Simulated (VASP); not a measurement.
# Cr (Fm-3m) in VASP: notebook, part 2 of 2

VASP 6.6.1. Earlier steps stand in the parts before.

**3. Electric field gradients, PBE, collinear spin, ferromagnetic start (12.83 Å³/atom)**

This run uses another cell than the first one, of 12.83 Å³/atom.

INCAR reads:

```
SYSTEM = Cr
ALGO = Normal ; EDIFF = 1E-8
ENCUT = 520 ; GGA = PE
ISIF = 2 ; ISMEAR = -1
ISPIN = 2 ; LASPH = .True.
LCHARG = .False. ; LEFG = .True.
LMAXMIX = 4 ; LORBIT = 11
LREAL = .False. ; LWAVE = .False.
MAGMOM = 3 ; NBANDS = 16
NELM = 150 ; PREC = Accurate
SIGMA = 0.03
```

KPOINTS reads:

```
k-points
0
Gamma
  19 19 19
  0 0 0
```

POSCAR reads:

```
Cr
1.0
    0.0000000000      1.8582190066      1.8582190066
    1.8582190066      0.0000000000      1.8582190066
    1.8582190066      1.8582190066      0.0000000000
Cr
1
Direct
    0.0000000000      0.0000000000      0.0000000000
```

Potentials or basis: VASP PAW PBE potentials, release 64 (Cr_pv).

Command:

```sh
$ cat potpaw_PBE.64/Cr_pv/POTCAR > POTCAR
$ mpirun -np 1 vasp_std > vasp.out
```

OUTCAR:

```text
SYSTEM = Cr
   EDIFF = 1E-8
   ENCUT = 520
   GGA = PE
   ISIF = 2
   ISMEAR = -1
   ISPIN = 2
   LASPH = .True.
   LORBIT = 11
   LREAL = .False.
   NELM = 150
   PREC = Accurate

 ion  position               nearest neighbor table
   1  0.000  0.000  0.000-

  LATTYP: Found a face centered cubic cell.
 ALAT       =     3.7164380132

  Lattice vectors:

 A1 = (   0.0000000000,   1.8582190066,   1.8582190066)
 A2 = (   1.8582190066,   0.0000000000,   1.8582190066)
 A3 = (   1.8582190066,   1.8582190066,   0.0000000000)

Analysis of symmetry for initial positions (statically):
=====================================================================
 Subroutine PRICEL returns:
 Original cell was already a primitive cell.

 Routine SETGRP: Setting up the symmetry group for a
 face centered cubic supercell.

 Subroutine GETGRP returns: Found 48 space group operations
 (whereof 48 operations were pure point group operations)
 out of a pool of 48 trial point group operations.

The static configuration has the point symmetry O_h .

Analysis of symmetry for dynamics (positions and initial velocities):
=====================================================================
 Subroutine PRICEL returns:
 Original cell was already a primitive cell.

 Routine SETGRP: Setting up the symmetry group for a
 face centered cubic supercell.

 Subroutine GETGRP returns: Found 48 space group operations
 (whereof 48 operations were pure point group operations)
 out of a pool of 48 trial point group operations.

The dynamic configuration has the point symmetry O_h .

Analysis of structural, dynamic, and magnetic symmetry:
=====================================================================
 Subroutine PRICEL returns:
 Original cell was already a primitive cell.

 Routine SETGRP: Setting up the symmetry group for a
 face centered cubic supercell.

 Subroutine GETGRP returns: Found 48 space group operations
 (whereof 48 operations were pure point group operations)
 out of a pool of 48 trial point group operations.

The overall configuration has the point symmetry O_h .

 Subroutine INISYM returns: Found 48 space group operations
 (whereof 48 operations are pure point group operations),
 and found     1 'primitive' translations

----------------------------------------------------------------------------------------

                                     Primitive cell

  volume of cell :      12.8328

  direct lattice vectors                    reciprocal lattice vectors
     0.000000000  1.858219007  1.858219007    -0.269074850  0.269074850  0.269074850
     1.858219007  0.000000000  1.858219007     0.269074850 -0.269074850  0.269074850
     1.858219007  1.858219007  0.000000000     0.269074850  0.269074850 -0.269074850

  length of vectors
     2.627918521  2.627918521  2.627918521     0.466051311  0.466051311  0.466051311

  position of ions in fractional coordinates (direct lattice)
     0.000000000  0.000000000  0.000000000

  ion indices of the primitive-cell ions
   primitive index   ion index
                 1           1

[... 92 lines left out ...]
  volume/ion in A,a.u.               =      12.83        86.60
  Fermi-wavevector in a.u.,A,eV,Ry     =   1.600891  3.025245 34.869705  2.562851
  Thomas-Fermi vector in A             =   2.697955
   LORBIT       =     11    0 simple, 1 ext, 2 COOP (PROOUT), +10 PAW based schemes
   GGA     = PE    functional components
   LHFCALC =     F    Hartree Fock is set to
   AEXX    =    0.0000 exact exchange contribution
   IVDW    =     0    specifies the selected vdW correction
   LEPSILON=     F    determine dielectric tensor
   LRPA    =     F    only Hartree local field effects (RPA)
 spin polarized calculation
  energy-cutoff  :      520.00
  volume of cell :       12.83
 maximum number of plane-waves:       355
   NGX =  9   NGY =  9   NGZ =  9

 number of electron      11.9999990 magnetization       0.0001078

 Free energy of the ion-electron system (eV)
  ---------------------------------------------------
  ext. energy  EPLUGINS =         0.00000000
  ---------------------------------------------------
  free energy    TOTEN  =        -9.07362418 eV

  energy without entropy =       -9.06726760  energy(sigma->0) =       -9.07044589

 E-fermi :   9.3083     XC(G=0): -13.0605

 val. band max:        9.3055145804   @ k =   0.2105   0.1053   0.0526
 cond. band min:       9.3100662380   @ k =  -0.3158   0.1579   0.0526
 fundamental gap:      0.0045516576
 Fermi energy:         9.3083146668

 spin component 1

 k-point     1 :       0.0000    0.0000    0.0000
  band No.  band energies     occupation
      1     -33.1817      1.00000
      2     -33.1817      1.00000
      3     -33.1817      1.00000
      4       2.0833      1.00000
      5       8.9415      1.00000
      6       8.9415      1.00000
[... 435 lines left out ...]
      5       8.2783      1.00000
      6       9.1299      0.99740
[... 8 lines left out ...]
     15      36.2062      0.00000
     16      36.4940      0.00000

 [... further k-points ...]

 spin component 2

 k-point     1 :       0.0000    0.0000    0.0000
  band No.  band energies     occupation
      1     -33.1816      1.00000
      2     -33.1816      1.00000
      3     -33.1816      1.00000
      4       2.0834      1.00000
      5       8.9416      1.00000
      6       8.9416      1.00000
[... 435 lines left out ...]
      5       8.2784      1.00000
      6       9.1300      0.99739
[... 8 lines left out ...]
     15      36.2063      0.00000
     16      36.4940      0.00000

 [... further k-points ...]

------------------------ aborting loop because EDIFF is reached ----------------------------------------

  FORCE on cell =-STRESS in cart. coord.  units (eV):
  Direction    XX          YY          ZZ          XY          YZ          ZX
  --------------------------------------------------------------------------------------
  -------------------------------------------------------------------------------------
  Total       -1.2809656     -1.2809656     -1.2809656     -0.0000000      0.0000000      0.0000000
  in kB     -159.9290547   -159.9290547   -159.9290547     -0.0000000      0.0000000      0.0000000
  external PRESSURE =    -159.9290547 kB  Pullay stress =       0.0000000 kB

 VOLUME and BASIS-vectors are now :
 -----------------------------------------------------------------------------
  energy-cutoff  :      520.00
  volume of cell :       12.83
      direct lattice vectors                 reciprocal lattice vectors
     0.000000000  1.858219007  1.858219007    -0.269074850  0.269074850  0.269074850
     1.858219007  0.000000000  1.858219007     0.269074850 -0.269074850  0.269074850
     1.858219007  1.858219007  0.000000000     0.269074850  0.269074850 -0.269074850

 POSITION                                       TOTAL-FORCE (eV/Angst)
 -----------------------------------------------------------------------------------
      0.00000      0.00000      0.00000         0.000000      0.000000      0.000000
 -----------------------------------------------------------------------------------
    total drift:                                0.000000      0.000000      0.000000

  FREE ENERGIE OF THE ION-ELECTRON SYSTEM (eV)
  ---------------------------------------------------
  free  energy   TOTEN  =        -9.0736241767 eV

  energy  without entropy=       -9.0672675993  energy(sigma->0) =       -9.07044589

 Electric field gradients (V/A^2)
---------------------------------------------------------------------
 ion       V_xx      V_yy      V_zz      V_xy      V_xz      V_yz
---------------------------------------------------------------------
   1       0.000    -0.000    -0.000     0.000     0.000     0.000
---------------------------------------------------------------------

 Electric field gradients after diagonalization (V/A^2)
 (convention: |V_zz| > |V_xx| > |V_yy|)
----------------------------------------------------------------------
 ion       V_xx      V_yy      V_zz     asymmetry (V_yy - V_xx)/ V_zz
----------------------------------------------------------------------
   1      -0.000    -0.000     0.000       0.000
----------------------------------------------------------------------

           NMR quadrupolar parameters

 Cq : quadrupolar parameter    Cq=e*Q*V_zz/h
 eta: asymmetry parameters     (V_yy - V_xx)/ V_zz
 Q  : nuclear electric quadrupole moment in mb (millibarn)
----------------------------------------------------------------------
 ion       Cq(MHz)       eta       Q (mb)
----------------------------------------------------------------------
   1       0.000       0.000       1.000
----------------------------------------------------------------------

 total charge

# of ion       s       p       d       tot
------------------------------------------
    1        0.414   6.331   4.117  10.861

 magnetization (x)

# of ion       s       p       d       tot
------------------------------------------
    1       -0.000   0.000   0.000   0.000
```

OSZICAR:

```text
N       E                     dE             d eps       ncg     rms          rms(c)
DAV:   1     0.831116675349E+02    0.83112E+02   -0.62400E+03 14352   0.840E+02
DAV:   2    -0.825756964676E+01   -0.91369E+02   -0.86965E+02 15344   0.245E+02
DAV:   3    -0.978840875352E+01   -0.15308E+01   -0.15280E+01 15984   0.351E+01
DAV:   4    -0.979446637337E+01   -0.60576E-02   -0.60575E-02 16696   0.220E+00
DAV:   5    -0.979451821359E+01   -0.51840E-04   -0.51841E-04 16424   0.183E-01    0.147E+01
DAV:   6    -0.901735659180E+01    0.77716E+00   -0.22073E+00 14384   0.246E+01    0.335E+00
DAV:   7    -0.906210488025E+01   -0.44748E-01   -0.11493E-01 14928   0.311E+00    0.232E+00
DAV:   8    -0.907181374835E+01   -0.97089E-02   -0.52472E-03 16072   0.989E-01    0.947E-01
DAV:   9    -0.907240893888E+01   -0.59519E-03   -0.28131E-03 16288   0.734E-01    0.229E-01
DAV:  10    -0.907318105198E+01   -0.77211E-03   -0.99175E-04 15440   0.286E-01    0.129E-01
DAV:  11    -0.907336349554E+01   -0.18244E-03   -0.42339E-05 16984   0.600E-02    0.898E-02
DAV:  12    -0.907353976579E+01   -0.17627E-03   -0.38286E-05 14896   0.944E-02    0.394E-02
DAV:  13    -0.907359359852E+01   -0.53833E-04   -0.27286E-05 16096   0.415E-02    0.261E-02
DAV:  14    -0.907362135064E+01   -0.27752E-04   -0.19194E-05 16304   0.495E-02    0.703E-03
DAV:  15    -0.907362429612E+01   -0.29455E-05   -0.31219E-06 14984   0.141E-02    0.208E-03
DAV:  16    -0.907362416279E+01    0.13334E-06   -0.20490E-07 15248   0.403E-03    0.184E-03
DAV:  17    -0.907362417402E+01   -0.11240E-07   -0.10944E-07 15984   0.386E-03    0.678E-04
DAV:  18    -0.907362417666E+01   -0.26339E-08   -0.54652E-09 11656   0.642E-04
   1 F= -.90736242E+01 E0= -.90704459E+01  d E =-.635658E-02  mag=     0.0000
```

stdout:

```text
POSCAR found type information on POSCAR Cr
 POSCAR found :  1 types and       1 ions
 scaLAPACK will be used
 LDA part: xc-table for (Slater+PW92), standard interpolation
 POSCAR, INCAR and KPOINTS ok, starting setup
 FFT: planning ... GRIDC
 FFT: planning ... GRID_SOFT
 FFT: planning ... GRID
 WAVECAR not read
 entering main loop
ion   1
```

It took 2 min on 1 thread of Intel Xeon Platinum 8175M at 2.50GHz (Skylake/Cascade Lake), shared host; peak memory 0.18 GiB.

Results:

```yaml
Free_energy: -9.0736 eV
Pressure: -16.0 GPa
Band_gap_on_the_k_mesh: zero (filled and empty bands overlap)
Net_moment: 0.00 μB per cell
Largest_electric_field_gradient_by_atom: under 0.05 V/Å² on every atom
Valence_electrons_inside_the_program's_atomic_spheres: Cr 10.86
```

Caveat: the cell stands under tension; an empty level that is flat over the whole mesh can mark a ghost state of the potentials, or a narrow d or f band; the moments typed at the start vanished in this run.

**4. Electric field gradients, PBE, collinear spin, ferromagnetic start (13.21 Å³/atom)**

This run uses another cell than the first one, of 13.21 Å³/atom.

INCAR reads:

```
SYSTEM = Cr
  PREC = Accurate
  ENCUT = 520
  EDIFF = 1E-8
  ISMEAR = -1
  SIGMA = 0.03
  LREAL = .False.
  LASPH = .True.
  NELM = 150
  ALGO = Normal
  ISIF = 2
  LWAVE = .False.
  LCHARG = .False.
  ISPIN = 2
  MAGMOM = 3
  LORBIT = 11
  LMAXMIX = 4
  GGA = PE
  LEFG = .True.
  NBANDS = 16
```

KPOINTS reads:

```
regular mesh
0
Gamma
  19 19 19
  0 0 0
```

POSCAR reads:

```
Cr
1.0
    0.0000000000      1.8760875933      1.8760875933
    1.8760875933      0.0000000000      1.8760875933
    1.8760875933      1.8760875933      0.0000000000
Cr
1
Direct
    0.0000000000      0.0000000000      0.0000000000
```

Potentials or basis: VASP PAW PBE potentials, release 64 (Cr_pv).

Command:

```sh
$ cat potpaw_PBE.64/Cr_pv/POTCAR > POTCAR
$ mpirun -np 1 vasp_std > vasp.out
```

OUTCAR:

```text
SYSTEM = Cr
   PREC = Accurate
   ENCUT = 520
   EDIFF = 1E-8
   ISMEAR = -1
   LREAL = .False.
   LASPH = .True.
   NELM = 150
   ISIF = 2
   ISPIN = 2
   LORBIT = 11
   GGA = PE

 ion  position               nearest neighbor table
   1  0.000  0.000  0.000-

  LATTYP: Found a face centered cubic cell.
 ALAT       =     3.7521751866

  Lattice vectors:

 A1 = (   0.0000000000,   1.8760875933,   1.8760875933)
 A2 = (   1.8760875933,   0.0000000000,   1.8760875933)
 A3 = (   1.8760875933,   1.8760875933,   0.0000000000)

Analysis of symmetry for initial positions (statically):
=====================================================================
 Subroutine PRICEL returns:
 Original cell was already a primitive cell.

 Routine SETGRP: Setting up the symmetry group for a
 face centered cubic supercell.

 Subroutine GETGRP returns: Found 48 space group operations
 (whereof 48 operations were pure point group operations)
 out of a pool of 48 trial point group operations.

The static configuration has the point symmetry O_h .

Analysis of symmetry for dynamics (positions and initial velocities):
=====================================================================
 Subroutine PRICEL returns:
 Original cell was already a primitive cell.

 Routine SETGRP: Setting up the symmetry group for a
 face centered cubic supercell.

 Subroutine GETGRP returns: Found 48 space group operations
 (whereof 48 operations were pure point group operations)
 out of a pool of 48 trial point group operations.

The dynamic configuration has the point symmetry O_h .

Analysis of structural, dynamic, and magnetic symmetry:
[... 634 lines left out ...]
      6       8.5988      0.99999
[... 435 lines left out ...]
      5       7.9531      1.00000
      6       8.7812      0.99636
[... 8 lines left out ...]
     15      35.3379      0.00000
     16      35.6867      0.00000

 [... further k-points ...]

------------------------ aborting loop because EDIFF is reached ----------------------------------------

  FORCE on cell =-STRESS in cart. coord.  units (eV):
  Direction    XX          YY          ZZ          XY          YZ          ZX
  --------------------------------------------------------------------------------------
  -------------------------------------------------------------------------------------
  Total       -1.6884962     -1.6884962     -1.6884962      0.0000000      0.0000000      0.0000000
  in kB     -204.8430975   -204.8430975   -204.8430975      0.0000000      0.0000000      0.0000000
  external PRESSURE =    -204.8430975 kB  Pullay stress =       0.0000000 kB

 VOLUME and BASIS-vectors are now :
 -----------------------------------------------------------------------------
  energy-cutoff  :      520.00
  volume of cell :       13.21
      direct lattice vectors                 reciprocal lattice vectors
     0.000000000  1.876087593  1.876087593    -0.266512076  0.266512076  0.266512076
     1.876087593  0.000000000  1.876087593     0.266512076 -0.266512076  0.266512076
     1.876087593  1.876087593  0.000000000     0.266512076  0.266512076 -0.266512076

 POSITION                                       TOTAL-FORCE (eV/Angst)
 -----------------------------------------------------------------------------------
      0.00000      0.00000      0.00000        -0.000000     -0.000000     -0.000000
 -----------------------------------------------------------------------------------
    total drift:                                0.000000      0.000000      0.000000

  FREE ENERGIE OF THE ION-ELECTRON SYSTEM (eV)
  ---------------------------------------------------
  free  energy   TOTEN  =        -9.0310833489 eV

  energy  without entropy=       -9.0244361448  energy(sigma->0) =       -9.02775975

 Electric field gradients (V/A^2)
---------------------------------------------------------------------
 ion       V_xx      V_yy      V_zz      V_xy      V_xz      V_yz
---------------------------------------------------------------------
   1      -0.000    -0.000    -0.000     0.001     0.001     0.001
---------------------------------------------------------------------

 Electric field gradients after diagonalization (V/A^2)
 (convention: |V_zz| > |V_xx| > |V_yy|)
----------------------------------------------------------------------
 ion       V_xx      V_yy      V_zz     asymmetry (V_yy - V_xx)/ V_zz
----------------------------------------------------------------------
   1      -0.001    -0.001     0.002       0.000
----------------------------------------------------------------------

           NMR quadrupolar parameters

 Cq : quadrupolar parameter    Cq=e*Q*V_zz/h
 eta: asymmetry parameters     (V_yy - V_xx)/ V_zz
 Q  : nuclear electric quadrupole moment in mb (millibarn)
----------------------------------------------------------------------
 ion       Cq(MHz)       eta       Q (mb)
----------------------------------------------------------------------
   1       0.000       0.000       1.000
----------------------------------------------------------------------

 total charge

# of ion       s       p       d       tot
------------------------------------------
    1        0.404   6.316   4.091  10.810

 magnetization (x)

# of ion       s       p       d       tot
------------------------------------------
    1        0.000   0.000   0.000   0.000
```

Wall time 2.1 min (1 thread of Intel Xeon Platinum 8175M at 2.50GHz (Skylake/Cascade Lake), shared host); peak memory 0.19 GiB.

What came out:

| Item | Value |
| --- | --- |
| Free energy | -9.0311 eV |
| Pressure | -20.5 GPa |
| Band gap on the k mesh | zero (filled and empty bands overlap) |
| Net moment | 0.00 μB per cell |
| Largest electric field gradient by atom | under 0.05 V/Å² on every atom |
| Valence electrons inside the program's atomic spheres | Cr 10.81 |

Caveat: the cell stands under tension; the moments typed at the start vanished in this run.
